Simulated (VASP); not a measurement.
A run of VASP 6.6.1:

Contents of POSCAR:

```
HfN
1.0
    3.1339100000      0.0000000000      0.0000000000
   -1.5669500000      2.7140400000      0.0000000000
    0.0000000000      0.0000000000      5.4167700000
Hf N
2 2
Direct
    0.6666666667      0.3333333333      0.7500000000
    0.3333333333      0.6666666667      0.2500000000
    0.0000000000      0.0000000000      0.0000000000
    0.0000000000      0.0000000000      0.5000000000
```

The input INCAR.step1:

```
SYSTEM = HfN
PREC = Accurate
ENCUT = 520
ISMEAR = -1
SIGMA = 0.1
LREAL = .False.
LASPH = .True.
NELM = 100
NBANDS = 23
GGA = PE
ALGO = Normal
EDIFF = 1E-4
LWAVE = .True.
LCHARG = .False.
```

The input INCAR.step2:

```
SYSTEM = HfN
PREC = Accurate
ENCUT = 520
EDIFF = 1E-7
ISMEAR = -1
SIGMA = 0.1
LREAL = .False.
LASPH = .True.
NELM = 100
ALGO = Normal
ISIF = 2
LWAVE = .False.
LCHARG = .True.
METAGGA = R2SCAN
LMIXTAU = .True.
LELF = .True.
LVHAR = .True.
NBANDS = 23
ISTART = 1
```

File KPOINTS:

```
regular mesh
0
Gamma
  3 3 2
  0 0 0
```

Potentials or basis: VASP PAW PBE potentials, release 64 (Hf_pv, N).

The run is started by

```console
$ cat potpaw_PBE.64/Hf_pv/POTCAR potpaw_PBE.64/N/POTCAR > POTCAR
$ cp INCAR.step1 INCAR
$ mpirun -np 1 vasp_std > vasp.out
$ cp INCAR.step2 INCAR
$ mpirun -np 1 vasp_std > vasp.out
```

Hardware: 1 thread of Intel(R) Xeon(R) Platinum 8488C (Sapphire Rapids), with other jobs on the host.

Task: Estimate the wall time of this run.

Result: It took 28 s on 1 thread of Intel(R) Xeon(R) Platinum 8488C (Sapphire Rapids), on a shared host, peak memory 0.16 GiB. Counts: k points 6.
